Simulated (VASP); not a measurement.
# PtS2 (P-3m1) in VASP: a series of runs

Runs on PtS2. Level: PBEsol+U. Tasks: single point.

All numbers are computed with VASP 6.6.1; they aren't measurements. Logs are shortened: lines on timing, memory, paths and dates and some standing lists are left out, and cuts for length are marked.

## Step 1: The cell of the first run

It takes space group P-3m1 (No. 164, trigonal). The conventional cell has a = 3.543 Å, b = 3.543 Å, c = 5.039 Å, α = 90.00°, β = 90.00°, γ = 120.00°. Pt (site symmetry -3m) has 6 S at 2.40 Å within 3.2 Å. S (site symmetry 3m) has 3 Pt at 2.40 Å within 3.2 Å.

## Step 2: Single point, PBEsol+U

The input, INCAR:

```
SYSTEM = PtS2
PREC     = Accurate       ! precision mode
ENCUT    = 520            ! plane-wave cutoff, eV
EDIFF    = 1E-6           ! SCF threshold, eV
ISMEAR   = 0              ! smearing method
SIGMA    = 0.05           ! smearing width, eV
LREAL    = .False.        ! projectors in reciprocal space
LASPH    = .True.         ! aspherical terms in the spheres
NELM     = 150            ! most SCF steps
ALGO     = Normal         ! electronic algorithm
ISIF     = 2              ! what is computed and relaxed
LWAVE    = .False.        ! write WAVECAR
LCHARG   = .False.        ! write CHGCAR
LMAXMIX  = 4              ! l up to which the mixer works
LDAU     = .True.         ! DFT+U
LDAUTYPE = 2            
LDAUL    = 2 -1           ! shell
LDAUU    = 4 0            ! U, eV
LDAUJ    = 0 0          
LDAUPRINT= 1            
GGA      = PS             ! functional
NBANDS   = 31             ! bands
```

The input, KPOINTS:

```
Automatic mesh
0
Gamma
  7 7 3
  0 0 0
```

The input, POSCAR:

```
PtS2
1.0
    3.5431995400      0.0000000000      0.0000000000
   -1.7715997700      3.0685008100      0.0000000000
    0.0000000000      0.0000000000     10.0776001800
Pt S
2 4
Direct
    0.0000000000      0.0000000000      0.0000000000
    0.0000000000      0.0000000000      0.5000000000
    0.3333333333      0.6666666667      0.1250000000
    0.6666666667      0.3333333333      0.3750000000
    0.3333333333      0.6666666667      0.6250000000
    0.6666666667      0.3333333333      0.8750000000
```

Potentials or basis: VASP PAW PBE potentials, release 64 (Pt, S).

Command:

```bash
cat potpaw_PBE.64/Pt/POTCAR potpaw_PBE.64/S/POTCAR > POTCAR
mpirun -np 1 vasp_std > vasp.out
```

OUTCAR:

```text
SYSTEM = PtS2
   PREC = Accurate
   ENCUT = 520
   EDIFF = 1E-6
   ISMEAR = 0
   LREAL = .False.
   LASPH = .True.
   NELM = 150
   ISIF = 2
   GGA = PS

 ion  position               nearest neighbor table
   1  0.000  0.000  0.000-   3 2.40   6 2.40   6 2.40   3 2.40   6 2.40   3 2.40
   2  0.000  0.000  0.500-   5 2.40   4 2.40   5 2.40   4 2.40   4 2.40   5 2.40
   3  0.333  0.667  0.125-   1 2.40   1 2.40   1 2.40
   4  0.667  0.333  0.375-   2 2.40   2 2.40   2 2.40
   5  0.333  0.667  0.625-   2 2.40   2 2.40   2 2.40
   6  0.667  0.333  0.875-   1 2.40   1 2.40   1 2.40

  LATTYP: Found a hexagonal cell.
 ALAT       =     3.5431995400
 C/A-ratio  =     2.8442090450

  Lattice vectors:

 A1 = (   3.5431995400,   0.0000000000,   0.0000000000)
 A2 = (  -1.7715997700,   3.0685008100,   0.0000000000)
 A3 = (   0.0000000000,   0.0000000000,  10.0776001800)

Analysis of symmetry for initial positions (statically):
=====================================================================
 Subroutine PRICEL returns following result:

  LATTYP: Found a hexagonal cell.
 ALAT       =     3.5431995400
 C/A-ratio  =     1.4221045225

  Lattice vectors:

 A1 = (   3.5431995400,   0.0000000000,   0.0000000000)
 A2 = (  -1.7715997700,   3.0685008100,   0.0000000000)
 A3 = (   0.0000000000,   0.0000000000,   5.0388000900)

   2 primitive cells build up your supercell.

 Routine SETGRP: Setting up the symmetry group for a
 hexagonal supercell.

 Subroutine GETGRP returns: Found 12 space group operations
 (whereof 12 operations were pure point group operations)
 out of a pool of 24 trial point group operations.

The static configuration has the point symmetry D_3d.

Analysis of symmetry for dynamics (positions and initial velocities):
=====================================================================
 Subroutine PRICEL returns following result:

  LATTYP: Found a hexagonal cell.
 ALAT       =     3.5431995400
 C/A-ratio  =     1.4221045225

  Lattice vectors:

 A1 = (   3.5431995400,   0.0000000000,   0.0000000000)
 A2 = (  -1.7715997700,   3.0685008100,   0.0000000000)
 A3 = (   0.0000000000,   0.0000000000,   5.0388000900)

   2 primitive cells build up your supercell.

 Routine SETGRP: Setting up the symmetry group for a
 hexagonal supercell.

 Subroutine GETGRP returns: Found 12 space group operations
 (whereof 12 operations were pure point group operations)
 out of a pool of 24 trial point group operations.

The dynamic configuration has the point symmetry D_3d.

 Subroutine INISYM returns: Found 12 space group operations
 (whereof 12 operations are pure point group operations),
 and found     2 'primitive' translations

----------------------------------------------------------------------------------------

                                     Primitive cell

  volume of cell :      54.7834

  direct lattice vectors                    reciprocal lattice vectors
     3.543199540  0.000000000  0.000000000     0.282230789  0.162946022  0.000000000
    -1.771599770  3.068500810  0.000000000     0.000000000  0.325892044  0.000000000
     0.000000000  0.000000000  5.038800090     0.000000000  0.000000000  0.198459947

  length of vectors
[... 112 lines left out ...]
   LEPSILON=     F    determine dielectric tensor
   LRPA    =     F    only Hartree local field effects (RPA)
 non-spin polarized calculation
 Gauss-broadening in eV      SIGMA  =   0.05
  energy-cutoff  :      520.00
  volume of cell :      109.57
 maximum number of plane-waves:      3013
 NGX is ok and might be reduce to    28
   NGX = 13   NGY = 13   NGZ = 37

atom =   1  type =  1  l = 2

 onsite density matrix

spin component  1

  0.8460 -0.0000 -0.0000  0.1182 -0.0000
 -0.0000  0.7679 -0.0000  0.0000  0.1182
 -0.0000 -0.0000  0.9303  0.0000 -0.0000
  0.1182  0.0000  0.0000  0.7679  0.0000
 -0.0000  0.1182 -0.0000  0.0000  0.8460

spin component  2

  0.8460 -0.0000 -0.0000  0.1182 -0.0000
 -0.0000  0.7679 -0.0000  0.0000  0.1182
 -0.0000 -0.0000  0.9303  0.0000 -0.0000
  0.1182  0.0000  0.0000  0.7679  0.0000
 -0.0000  0.1182 -0.0000  0.0000  0.8460

 occupancies and eigenvectors

  o =  0.6824  v = -0.0000  0.8105 -0.0000  0.0000 -0.5858  0.0000  0.0000  0.0000  0.0000  0.0000      0.0000  0.0000  0.0000  0.0000  0.0000  0.0000  0.0000  0.0000  0.0000  0.0000
  o =  0.6824  v =  0.0000  0.0000  0.0000  0.0000  0.0000 -0.0000  0.8105 -0.0000  0.0000 -0.5858      0.0000  0.0000  0.0000  0.0000  0.0000  0.0000  0.0000  0.0000  0.0000  0.0000
  o =  0.6824  v =  0.0000  0.0000  0.0000  0.0000  0.0000 -0.5858 -0.0000  0.0000  0.8105  0.0000      0.0000  0.0000  0.0000  0.0000  0.0000  0.0000  0.0000  0.0000  0.0000  0.0000
  o =  0.6824  v = -0.5858 -0.0000  0.0000  0.8105  0.0000  0.0000  0.0000  0.0000  0.0000  0.0000      0.0000  0.0000  0.0000  0.0000  0.0000  0.0000  0.0000  0.0000  0.0000  0.0000
  o =  0.9303  v =  0.0000  0.0000  0.0000  0.0000  0.0000 -0.0000 -0.0000 -1.0000 -0.0000 -0.0000      0.0000  0.0000  0.0000  0.0000  0.0000  0.0000  0.0000  0.0000  0.0000  0.0000
  o =  0.9303  v = -0.0000 -0.0000 -1.0000 -0.0000 -0.0000  0.0000  0.0000  0.0000  0.0000  0.0000      0.0000  0.0000  0.0000  0.0000  0.0000  0.0000  0.0000  0.0000  0.0000  0.0000
  o =  0.9314  v = -0.0000 -0.5858  0.0000 -0.0000 -0.8105  0.0000  0.0000  0.0000  0.0000  0.0000      0.0000  0.0000  0.0000  0.0000  0.0000  0.0000  0.0000  0.0000  0.0000  0.0000
  o =  0.9314  v =  0.0000  0.0000  0.0000  0.0000  0.0000 -0.0000 -0.5858  0.0000 -0.0000 -0.8105      0.0000  0.0000  0.0000  0.0000  0.0000  0.0000  0.0000  0.0000  0.0000  0.0000
  o =  0.9314  v =  0.8105 -0.0000  0.0000  0.5858 -0.0000  0.0000  0.0000  0.0000  0.0000  0.0000      0.0000  0.0000  0.0000  0.0000  0.0000  0.0000  0.0000  0.0000  0.0000  0.0000
  o =  0.9314  v =  0.0000  0.0000  0.0000  0.0000  0.0000  0.8105 -0.0000  0.0000  0.5858 -0.0000      0.0000  0.0000  0.0000  0.0000  0.0000  0.0000  0.0000  0.0000  0.0000  0.0000

atom =   2  type =  1  l = 2

 onsite density matrix

spin component  1

  0.8460 -0.0000 -0.0000  0.1182 -0.0000
 -0.0000  0.7679 -0.0000  0.0000  0.1182
 -0.0000 -0.0000  0.9303  0.0000 -0.0000
  0.1182  0.0000  0.0000  0.7679  0.0000
 -0.0000  0.1182 -0.0000  0.0000  0.8460

spin component  2

  0.8460 -0.0000 -0.0000  0.1182 -0.0000
 -0.0000  0.7679 -0.0000  0.0000  0.1182
 -0.0000 -0.0000  0.9303  0.0000 -0.0000
  0.1182  0.0000  0.0000  0.7679  0.0000
 -0.0000  0.1182 -0.0000  0.0000  0.8460

 occupancies and eigenvectors

  o =  0.6824  v = -0.0000  0.8105 -0.0000  0.0000 -0.5858  0.0000  0.0000  0.0000  0.0000  0.0000      0.0000  0.0000  0.0000  0.0000  0.0000  0.0000  0.0000  0.0000  0.0000  0.0000
  o =  0.6824  v =  0.0000  0.0000  0.0000  0.0000  0.0000 -0.0000  0.8105 -0.0000  0.0000 -0.5858      0.0000  0.0000  0.0000  0.0000  0.0000  0.0000  0.0000  0.0000  0.0000  0.0000
  o =  0.6824  v =  0.0000  0.0000  0.0000  0.0000  0.0000 -0.5858 -0.0000  0.0000  0.8105  0.0000      0.0000  0.0000  0.0000  0.0000  0.0000  0.0000  0.0000  0.0000  0.0000  0.0000
  o =  0.6824  v = -0.5858 -0.0000  0.0000  0.8105  0.0000  0.0000  0.0000  0.0000  0.0000  0.0000      0.0000  0.0000  0.0000  0.0000  0.0000  0.0000  0.0000  0.0000  0.0000  0.0000
  o =  0.9303  v =  0.0000  0.0000  0.0000  0.0000  0.0000 -0.0000 -0.0000 -1.0000 -0.0000 -0.0000      0.0000  0.0000  0.0000  0.0000  0.0000  0.0000  0.0000  0.0000  0.0000  0.0000
  o =  0.9303  v = -0.0000 -0.0000 -1.0000 -0.0000 -0.0000  0.0000  0.0000  0.0000  0.0000  0.0000      0.0000  0.0000  0.0000  0.0000  0.0000  0.0000  0.0000  0.0000  0.0000  0.0000
  o =  0.9314  v = -0.0000 -0.5858  0.0000 -0.0000 -0.8105  0.0000  0.0000  0.0000  0.0000  0.0000      0.0000  0.0000  0.0000  0.0000  0.0000  0.0000  0.0000  0.0000  0.0000  0.0000
  o =  0.9314  v =  0.0000  0.0000  0.0000  0.0000  0.0000 -0.0000 -0.5858  0.0000 -0.0000 -0.8105      0.0000  0.0000  0.0000  0.0000  0.0000  0.0000  0.0000  0.0000  0.0000  0.0000
  o =  0.9314  v =  0.8105 -0.0000  0.0000  0.5858 -0.0000  0.0000  0.0000  0.0000  0.0000  0.0000      0.0000  0.0000  0.0000  0.0000  0.0000  0.0000  0.0000  0.0000  0.0000  0.0000
  o =  0.9314  v =  0.0000  0.0000  0.0000  0.0000  0.0000  0.8105 -0.0000  0.0000  0.5858 -0.0000      0.0000  0.0000  0.0000  0.0000  0.0000  0.0000  0.0000  0.0000  0.0000  0.0000

 number of electron      44.0000000 magnetization

 Free energy of the ion-electron system (eV)
  ---------------------------------------------------
  ext. energy  EPLUGINS =         0.00000000
  ---------------------------------------------------
  free energy    TOTEN  =       -28.48842363 eV

  energy without entropy =      -28.48841701  energy(sigma->0) =      -28.48842032

 E-fermi :   6.8211     XC(G=0): -10.8651

 val. band max:        6.7194471629   @ k =   0.0000   0.0000   0.0000
 cond. band min:       6.9413336000   @ k =   0.2857   0.0000   0.3333
 fundamental gap:      0.2218864371
 Fermi energy:         6.8211070654

 k-point     1 :       0.0000    0.0000    0.0000
  band No.  band energies     occupation
      1      -8.5310      2.00000
      2      -8.0253      2.00000
      3      -6.7152      2.00000
      4      -5.6987      2.00000
      5      -0.8415      2.00000
      6      -0.1306      2.00000
[... 669 lines left out ...]
     30      14.5393      0.00000
     31      14.6013      0.00000

------------------------ aborting loop because EDIFF is reached ----------------------------------------

  FORCE on cell =-STRESS in cart. coord.  units (eV):
  Direction    XX          YY          ZZ          XY          YZ          ZX
  --------------------------------------------------------------------------------------
  -------------------------------------------------------------------------------------
  Total       -3.7965429     -3.7965429     -4.0118811      0.0000000      0.0000000      0.0000000
  in kB      -55.5162243    -55.5162243    -58.6650795      0.0000000      0.0000000      0.0000000
  external PRESSURE =     -56.5658427 kB  Pullay stress =       0.0000000 kB

 VOLUME and BASIS-vectors are now :
 -----------------------------------------------------------------------------
  energy-cutoff  :      520.00
  volume of cell :      109.57
      direct lattice vectors                 reciprocal lattice vectors
     3.543199540  0.000000000  0.000000000     0.282230789  0.162946022  0.000000000
    -1.771599770  3.068500810  0.000000000     0.000000000  0.325892044  0.000000000
     0.000000000  0.000000000 10.077600180     0.000000000  0.000000000  0.099229974

 POSITION                                       TOTAL-FORCE (eV/Angst)
 -----------------------------------------------------------------------------------
      0.00000      0.00000      0.00000         0.000000      0.000000      0.000000
      0.00000      0.00000      5.03880         0.000000      0.000000      0.000000
     -0.00000      2.04567      1.25970        -0.000000     -0.000000     -0.761771
      1.77160      1.02283      3.77910         0.000000     -0.000000      0.761771
     -0.00000      2.04567      6.29850        -0.000000     -0.000000     -0.761771
      1.77160      1.02283      8.81790         0.000000      0.000000      0.761771
 -----------------------------------------------------------------------------------
    total drift:                               -0.000000     -0.000000      0.000000

  FREE ENERGIE OF THE ION-ELECTRON SYSTEM (eV)
  ---------------------------------------------------
  free  energy   TOTEN  =       -28.4884236327 eV

  energy  without entropy=      -28.4884170083  energy(sigma->0) =      -28.48842032
```

It took 59 s on 1 thread of Intel Xeon Platinum 8488C (Sapphire Rapids), shared host; peak memory 0.25 GiB.

Results:

```yaml
Free_energy: -28.4884 eV
Pressure: -5.7 GPa
Largest_force: 0.762 eV/Å
Band_gap_on_the_k_mesh: 0.22 eV
```

Forces on the atoms (eV/Å):
```
Pt   0.000  0.000  0.000
Pt   0.000  0.000  0.000
S    0.000  0.000 -0.762
S    0.000  0.000  0.762
S    0.000  0.000 -0.762
S    0.000  0.000  0.762
```

Levels at points of the mesh, in eV from the valence-band top:
| k point | band 18 | band 19 | band 20 | band 21 | band 22 | band 23 | band 24 | band 25 | band 26 | band 27 |
| --- | --- | --- | --- | --- | --- | --- | --- | --- | --- | --- |
| (0.00, 0.00, 0.00) | -1.44 | -1.44 | -1.11 | -1.11 | 0.00 | 1.60 | 1.60 | 2.29 | 2.29 | 4.42 |

Eigenvalues of the final occupation matrices:
```
    site  spin  trace               eigenvalues
site 1 d     1   4.16  0.68 0.68 0.93 0.93 0.93
site 1 d     2   4.16  0.68 0.68 0.93 0.93 0.93
site 2 d     1   4.16  0.68 0.68 0.93 0.93 0.93
site 2 d     2   4.16  0.68 0.68 0.93 0.93 0.93
```

Caveat: the PAW data sets were made with another functional, which shifts forces and pressure a little; spin-orbit coupling is left out, which moves the levels of the heavy elements.

## Step 3: Single point, PBEsol+U

Changes to INCAR since step 2:

```diff
@@ -2,3 +2,3 @@
 PREC     = Accurate       ! precision mode
-ENCUT    = 520            ! plane-wave cutoff, eV
+ENCUT    = 500            ! plane-wave cutoff, eV
 EDIFF    = 1E-6           ! SCF threshold, eV
@@ -8,3 +8,3 @@
 LASPH    = .True.         ! aspherical terms in the spheres
-NELM     = 150            ! most SCF steps
+NELM     = 200            ! most SCF steps
 ALGO     = Normal         ! electronic algorithm
@@ -21,2 +21,3 @@
 GGA      = PS             ! functional
-NBANDS   = 31             ! bands
+NBANDS   = 39             ! bands
+GGA_COMPAT= .False.
```

KPOINTS is that of step 2.

POSCAR is that of step 2.

Potentials or basis: VASP PAW PBE potentials, release 64 (Pt_sv_GW, S).

Command:

```bash
cat potpaw_PBE.64/Pt_sv_GW/POTCAR potpaw_PBE.64/S/POTCAR > POTCAR
mpirun -np 1 vasp_std > vasp.out
```

Run time: 47 s. Hardware: 1 thread of Intel Xeon 6975P-C (Granite Rapids), shared host; peak memory 0.27 GiB.

It converged, with:

| Item | Value |
| --- | --- |
| Free energy | -27.2449 eV |
| Pressure | -4.1 GPa |
| Largest force | 0.533 eV/Å |
| Band gap on the k mesh | 0.36 eV |

Forces on the atoms (eV/Å):
```
Pt   0.000  0.000  0.000
Pt   0.000  0.000  0.000
S    0.000  0.000 -0.533
S    0.000  0.000  0.533
S    0.000  0.000 -0.533
S    0.000  0.000  0.533
```

Stress tensor (GPa, compression positive):
```
-3.81  0.00  0.00
 0.00 -3.81  0.00
 0.00  0.00 -4.55
```

Levels at points of the mesh, in eV from the valence-band top:
| k point | band 28 | band 29 | band 30 | band 31 | band 32 | band 33 |
| --- | --- | --- | --- | --- | --- | --- |
| (0.00, 0.00, 0.00) | -1.12 | -1.12 | 0.00 | 1.71 | 1.71 | 2.41 |

Eigenvalues of the final occupation matrices:
```csv
site,spin,trace,eigenvalues
site 1 d,1,3.86,0.59 0.59 0.89 0.89 0.89
site 1 d,2,3.86,0.59 0.59 0.89 0.89 0.89
site 2 d,1,3.86,0.59 0.59 0.89 0.89 0.89
site 2 d,2,3.86,0.59 0.59 0.89 0.89 0.89
```

Caveat: the PAW data sets were made with another functional, which shifts forces and pressure a little; spin-orbit coupling is left out, which moves the levels of the heavy elements.
